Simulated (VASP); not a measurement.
# Si (R-3m) in VASP: single point with r2SCAN

Aim: the single point of Si with r2SCAN.

Everything below comes from runs of VASP 6.6.1. Logs are shortened: lines on timing, memory, paths and dates and some standing lists are left out, and cuts for length are marked.

## Step 1: The cell of the first run

The structure is trigonal, space group R-3m (No. 166). Conventional cell: a = 3.696 Å, b = 3.696 Å, c = 9.604 Å, α = 90.00°, β = 90.00°, γ = 120.00°. Within 3.0 Å of Si (site symmetry 3m) lie 4 Si at 2.30 to 2.35 Å.

## Step 2: Single point, r2SCAN (epitaxial 111 strain -4.0%)

Contents of POSCAR:

```
Si
1.0
    0.1060954080      2.7193295478      2.7193295478
    2.7193295478      0.1060954080      2.7193295478
    2.7193295478      2.7193295478      0.1060954080
Si
2
Direct
    0.0026859547      0.0026859547      0.0026859547
    0.2473140453      0.2473140453      0.2473140453
```

Contents of INCAR.step1:

```
SYSTEM = Si
ALGO     = Normal         ! electronic algorithm
EDIFF    = 1E-4           ! SCF threshold, eV
ENCUT    = 520            ! plane-wave cutoff, eV
GGA      = PE             ! functional
ISMEAR   = -1             ! smearing method
LASPH    = .TRUE.         ! aspherical terms in the spheres
LCHARG   = .FALSE.        ! write CHGCAR
LREAL    = .FALSE.        ! projectors in reciprocal space
LWAVE    = .TRUE.         ! write WAVECAR
NBANDS   = 11             ! bands
NELM     = 80             ! most SCF steps
PREC     = Accurate       ! precision mode
SIGMA    = 0.02           ! smearing width, eV
```

Contents of INCAR.step2:

```
SYSTEM = Si
ALGO     = Normal         ! electronic algorithm
EDIFF    = 1E-7           ! SCF threshold, eV
ENCUT    = 520            ! plane-wave cutoff, eV
ISIF     = 2              ! what is computed and relaxed
ISMEAR   = -1             ! smearing method
ISTART   = 1            
LASPH    = .TRUE.         ! aspherical terms in the spheres
LCHARG   = .FALSE.        ! write CHGCAR
LMIXTAU  = .TRUE.       
LREAL    = .FALSE.        ! projectors in reciprocal space
LWAVE    = .FALSE.        ! write WAVECAR
METAGGA  = R2SCAN         ! meta-GGA
NBANDS   = 11             ! bands
NELM     = 80             ! most SCF steps
PREC     = Accurate       ! precision mode
SIGMA    = 0.02           ! smearing width, eV
```

Contents of KPOINTS:

```
k-points
0
G
  8 8 8
  0 0 0
```

Potentials or basis: VASP PAW PBE potentials, release 64 (Si).

On the command line:

```bash
$ cat potpaw_PBE.64/Si/POTCAR > POTCAR
$ cp INCAR.step1 INCAR
$ mpirun -np 1 vasp_std > vasp.out
$ cp INCAR.step2 INCAR
$ mpirun -np 1 vasp_std > vasp.out
```

OUTCAR:

```text
SYSTEM = Si
   EDIFF = 1E-7
   ENCUT = 520
   ISIF = 2
   ISMEAR = -1
   ISTART = 1
   LASPH = .TRUE.
   LREAL = .FALSE.
   METAGGA = R2SCAN
   NELM = 80
   PREC = Accurate

 ion  position               nearest neighbor table
   1  0.003  0.003  0.003-   2 2.30   2 2.30   2 2.30   2 2.35
   2  0.247  0.247  0.247-   1 2.30   1 2.30   1 2.30   1 2.35

  LATTYP: Found a trigonal (rhomboedric) cell.
 ALAT       =     3.8471759272
 COS(alpha) =     0.5386053511

  Lattice vectors:

 A1 = (   0.1060954080,   2.7193295478,   2.7193295478)
 A2 = (   2.7193295478,   0.1060954080,   2.7193295478)
 A3 = (   2.7193295478,   2.7193295478,   0.1060954080)

Analysis of symmetry for initial positions (statically):
=====================================================================
 Subroutine PRICEL returns:
 Original cell was already a primitive cell.

 Routine SETGRP: Setting up the symmetry group for a
 trigonal (rhombohedral) supercell.

 Subroutine GETGRP returns: Found 12 space group operations
 (whereof  6 operations were pure point group operations)
 out of a pool of 12 trial point group operations.

The static configuration has the point symmetry C_3v.
 The point group associated with its full space group is D_3d.

Analysis of symmetry for dynamics (positions and initial velocities):
=====================================================================
 Subroutine PRICEL returns:
 Original cell was already a primitive cell.

 Routine SETGRP: Setting up the symmetry group for a
 trigonal (rhombohedral) supercell.

 Subroutine GETGRP returns: Found 12 space group operations
 (whereof  6 operations were pure point group operations)
 out of a pool of 12 trial point group operations.

The dynamic configuration has the point symmetry C_3v.
 The point group associated with its full space group is D_3d.

 Subroutine INISYM returns: Found 12 space group operations
 (whereof  6 operations are pure point group operations),
 and found     1 'primitive' translations

----------------------------------------------------------------------------------------

                                     Primitive cell

  volume of cell :      37.8651

  direct lattice vectors                    reciprocal lattice vectors
     0.106095408  2.719329548  2.719329548    -0.194994845  0.187672741  0.187672741
     2.719329548  0.106095408  2.719329548     0.187672741 -0.194994845  0.187672741
     2.719329548  2.719329548  0.106095408     0.187672741  0.187672741 -0.194994845

  length of vectors
     3.847175927  3.847175927  3.847175927     0.329340409  0.329340409  0.329340409

  position of ions in fractional coordinates (direct lattice)
     0.002685955  0.002685955  0.002685955
     0.247314045  0.247314045  0.247314045

  ion indices of the primitive-cell ions
   primitive index   ion index
                 1           1
                 2           2

----------------------------------------------------------------------------------------

 KPOINTS: k-points

Automatic generation of k-mesh.
 Grid dimensions read from file:
 generate k-points for:    8    8    8

 Generating k-lattice:

  Cartesian coordinates                     Fractional coordinates (reciprocal lattice)
    -0.024374356  0.023459093  0.023459093     0.125000000  0.000000000  0.000000000
     0.023459093 -0.024374356  0.023459093     0.000000000  0.125000000  0.000000000
     0.023459093  0.023459093 -0.024374356     0.000000000  0.000000000  0.125000000

  Length of vectors
     0.041167551  0.041167551  0.041167551

  Shift w.r.t. Gamma in fractional coordinates (k-lattice)
     0.000000000  0.000000000  0.000000000

 Subroutine IBZKPT returns following result:
 ===========================================

 Found     65 irreducible k-points:

 Following reciprocal coordinates:
            Coordinates               Weight
  0.000000  0.000000  0.000000      1.000000
  0.125000  0.000000  0.000000      6.000000
  0.250000  0.000000  0.000000      6.000000
  0.375000  0.000000  0.000000      6.000000
  0.500000  0.000000  0.000000      3.000000
  0.125000  0.125000  0.000000      6.000000
[... 16 lines left out ...]
  0.250000  0.125000  0.125000      6.000000
  0.375000  0.125000  0.125000      6.000000
 [... further k-points ...]
   k-points           NKPTS =     65   k-points in BZ     NKDIM =     65   number of bands    NBANDS=     11
   number of dos      NEDOS =    301   number of ions     NIONS =      2
   total plane-waves  NPLWV =  27000
   dimension x,y,z NGX =    30 NGY =   30 NGZ =   30
   dimension x,y,z NGXF=    60 NGYF=   60 NGZF=   60
   ions per type =               2
   NGX,Y,Z   is equivalent  to a cutoff of  12.96, 12.96, 12.96 a.u.
   NGXF,Y,Z  is equivalent  to a cutoff of  25.93, 25.93, 25.93 a.u.
 SYSTEM =  Si
   PREC   = accura    normal or accurate (medium, high low for compatibility)
   ISTART =      1    job   : 0-new  1-cont  2-samecut
   ICHARG =      0    charge: 1-file 2-atom 10-const
   ISPIN  =      1    spin polarized calculation?
   LNONCOLLINEAR =      F non collinear calculations
   LSORBIT =      F    spin-orbit coupling
   LASPH  =      T    aspherical Exc in radial PAW
   ENCUT  =  520.0 eV  38.22 Ry    6.18 a.u.   7.15  7.15  7.15*2*pi/ulx,y,z
   NELM   =     80;   NELMIN=  2; NELMDL=  0     # of ELM steps
   EDIFF  = 0.1E-06   stopping-criterion for ELM
   LREAL  =      F    real-space projection
   EDIFFG = 0.1E-05   stopping-criterion for IOM
   NSW    =      0    number of steps for IOM
   IBRION =     -1    ionic relax: 0-MD 1-quasi-New 2-CG
   NFREE  =      0    steps in history (QN), initial steepest desc. (CG)
   ISIF   =      2    stress and relaxation
   ISYM   =      2    0-nonsym 1-usesym 2-fastsym
   POTIM  = 0.5000    time-step for ionic-motion
   TEBEG  =    0.0;   TEEND  =   0.0 temperature during run
   PSTRESS=    0.0 pullay stress
   NELECT =       8.0000    total number of electrons
   NUPDOWN=      -1.0000    fix difference up-down
   EMIN   =  10.00;   EMAX   =-10.00  energy-range for DOS
   EFERMI =   0.00;   METHOD = LEGACY
   ISMEAR =    -1;   SIGMA  =   0.02  broadening in eV -4-tet -1-fermi 0-gaus
   EFERMI_NEDOS =   21; number of points for ismear=-14 and -15
   IALGO  =     38    algorithm
   IMIX   =      4    mixing-type and parameters
     AMIX     =   0.40;   BMIX     =  1.00
     AMIX_MAG =   1.60;   BMIX_MAG =  1.00
  volume/ion in A,a.u.               =      18.93       127.76
  Fermi-wavevector in a.u.,A,eV,Ry     =   0.975046  1.842570 12.935263  0.950715
  Thomas-Fermi vector in A             =   2.105554
   LORBIT       =      0    0 simple, 1 ext, 2 COOP (PROOUT), +10 PAW based schemes
   METAGGA = R2SCAN    functional components
   LHFCALC =     F    Hartree Fock is set to
   AEXX    =    0.0000 exact exchange contribution
   IVDW    =     0    specifies the selected vdW correction
   LEPSILON=     F    determine dielectric tensor
   LRPA    =     F    only Hartree local field effects (RPA)
 non-spin polarized calculation
  energy-cutoff  :      520.00
  volume of cell :       37.87
 maximum number of plane-waves:      1032
 NGX is ok and might be reduce to    30
   NGX = 15   NGY = 15   NGZ = 15

 number of electron       8.0000000 magnetization

 Free energy of the ion-electron system (eV)
  ---------------------------------------------------
  ext. energy  EPLUGINS =         0.00000000
  ---------------------------------------------------
  free energy    TOTEN  =       -17.45080371 eV

  energy without entropy =      -17.45079750  energy(sigma->0) =      -17.45080061

 E-fermi :   6.6928     XC(G=0): -10.0819

 val. band max:        6.5753724667   @ k =   0.0000   0.0000   0.0000
 cond. band min:       6.8184509145   @ k =   0.5000   0.5000   0.0000
 fundamental gap:      0.2430784478
 Fermi energy:         6.6928385880

 k-point     1 :       0.0000    0.0000    0.0000
  band No.  band energies     occupation
      1      -6.6075      2.00000
      2       5.8617      2.00000
      3       6.5754      1.99439
      4       6.5754      1.99439
      5       8.4336      0.00000
      6       9.3641      0.00000
      7       9.3641      0.00000
      8      11.2477      0.00000
      9      14.5049      0.00000
     10      14.5049      0.00000
     11      15.3455      0.00000

 k-point     2 :       0.1250    0.0000    0.0000
  band No.  band energies     occupation
      1      -6.3749      2.00000
      2       4.8339      2.00000
      3       5.6476      2.00000
      4       6.2032      2.00000
      5       8.8027      0.00000
      6       9.5058      0.00000
      7       9.8577      0.00000
      8      12.4531      0.00000
      9      13.8851      0.00000
     10      14.0573      0.00000
     11      16.2263      0.00000

 k-point     3 :       0.2500    0.0000    0.0000
  band No.  band energies     occupation
      1      -5.6938      2.00000
      2       2.2990      2.00000
      3       5.1473      2.00000
      4       5.6116      2.00000
      5       8.6689      0.00000
      6       9.8737      0.00000
      7      10.3254      0.00000
      8      13.4078      0.00000
      9      14.2690      0.00000
     10      14.7389      0.00000
     11      16.2414      0.00000

 k-point     4 :       0.3750    0.0000    0.0000
  band No.  band energies     occupation
      1      -4.6580      2.00000
      2       0.0204      2.00000
      3       4.8329      2.00000
      4       5.2033      2.00000
      5       8.3062      0.00000
      6       9.8114      0.00000
      7      10.1284      0.00000
      8      14.5396      0.00000
      9      15.2097      0.00000
     10      16.0720      0.00000
     11      17.6536      0.00000

 k-point     5 :       0.5000    0.0000    0.0000
  band No.  band energies     occupation
      1      -3.8879      2.00000
      2      -1.1765      2.00000
      3       4.7300      2.00000
      4       5.0634      2.00000
      5       8.1667      0.00000
      6       9.6707      0.00000
      7       9.9727      0.00000
      8      14.5630      0.00000
      9      17.1851      0.00000
     10      17.5911      0.00000
     11      18.2297      0.00000
[... 211 lines left out ...]
 k-point    21 :       0.5000    0.5000    0.0000
  band No.  band energies     occupation
      1      -2.0855      2.00000
      2      -1.9461      2.00000
      3       2.8913      2.00000
      4       3.4601      2.00000
      5       6.8185      0.00374
      6       7.4593      0.00000
      7      17.4222      0.00000
      8      17.6328      0.00000
      9      18.0079      0.00000
     10      18.0127      0.00000
     11      19.8612      0.00000

 k-point    22 :       0.1250    0.1250    0.1250
  band No.  band energies     occupation
      1      -6.4023      2.00000
      2       4.1223      2.00000
      3       6.3007      2.00000
      4       6.3007      2.00000
      5       9.3947      0.00000
      6       9.7732      0.00000
      7       9.7732      0.00000
      8      11.9206      0.00000
      9      14.1041      0.00000
     10      14.1041      0.00000
     11      15.9964      0.00000

 k-point    23 :       0.2500    0.1250    0.1250
  band No.  band energies     occupation
      1      -6.0368      2.00000
      2       3.2698      2.00000
      3       4.5808      2.00000
      4       6.2218      2.00000
      5       9.9617      0.00000
      6      10.0327      0.00000
      7      10.1679      0.00000
      8      12.8262      0.00000
      9      13.2140      0.00000
     10      14.7713      0.00000
     11      17.0858      0.00000

 k-point    24 :       0.3750    0.1250    0.1250
  band No.  band energies     occupation
      1      -5.2384      2.00000
      2       1.5598      2.00000
      3       3.4518      2.00000
      4       5.6102      2.00000
      5       9.6168      0.00000
      6      10.4240      0.00000
      7      10.4607      0.00000
      8      13.5960      0.00000
      9      13.9431      0.00000
     10      16.5902      0.00000
     11      16.7950      0.00000

 [... further k-points ...]
[... 5 lines left out ...]
  --------------------------------------------------------------------------------------
  -------------------------------------------------------------------------------------
  Total        1.5791322      1.5791322      1.5791322     -0.8296199     -0.8296199     -0.8296199
  in kB       66.8174815     66.8174815     66.8174815    -35.1035286    -35.1035286    -35.1035286
  external PRESSURE =      66.8174815 kB  Pullay stress =       0.0000000 kB

 VOLUME and BASIS-vectors are now :
 -----------------------------------------------------------------------------
  energy-cutoff  :      520.00
  volume of cell :       37.87
      direct lattice vectors                 reciprocal lattice vectors
     0.106095408  2.719329548  2.719329548    -0.194994845  0.187672741  0.187672741
     2.719329548  0.106095408  2.719329548     0.187672741 -0.194994845  0.187672741
     2.719329548  2.719329548  0.106095408     0.187672741  0.187672741 -0.194994845

 POSITION                                       TOTAL-FORCE (eV/Angst)
 -----------------------------------------------------------------------------------
      0.01489      0.01489      0.01489        -0.006363     -0.006363     -0.006363
      1.37130      1.37130      1.37130         0.006363      0.006363      0.006363
 -----------------------------------------------------------------------------------
    total drift:                               -0.000000      0.000000      0.000000

  FREE ENERGIE OF THE ION-ELECTRON SYSTEM (eV)
  ---------------------------------------------------
  free  energy   TOTEN  =       -17.4508037137 eV

  energy  without entropy=      -17.4507975046  energy(sigma->0) =      -17.45080061
```

It took 95 s on 1 thread of Intel Xeon Platinum 8124M at 3.00GHz (Skylake/Cascade Lake), shared host; peak memory 0.17 GiB.

What came out:

```
Free energy            : -17.4508 eV
Pressure               : 6.7 GPa
Largest force          : 0.011 eV/Å
Band gap on the k mesh : 0.24 eV (least direct gap 1.86 eV)
```

Forces in eV/Å, atoms in the order of the input:
```
Si  -0.006 -0.006 -0.006
Si   0.006  0.006  0.006
```

Caveat: the cell differs from its parent crystal (epitaxial 111 strain -4.0%); the cell stands under pressure; the PAW data sets were made with another functional, which shifts forces and pressure a little.
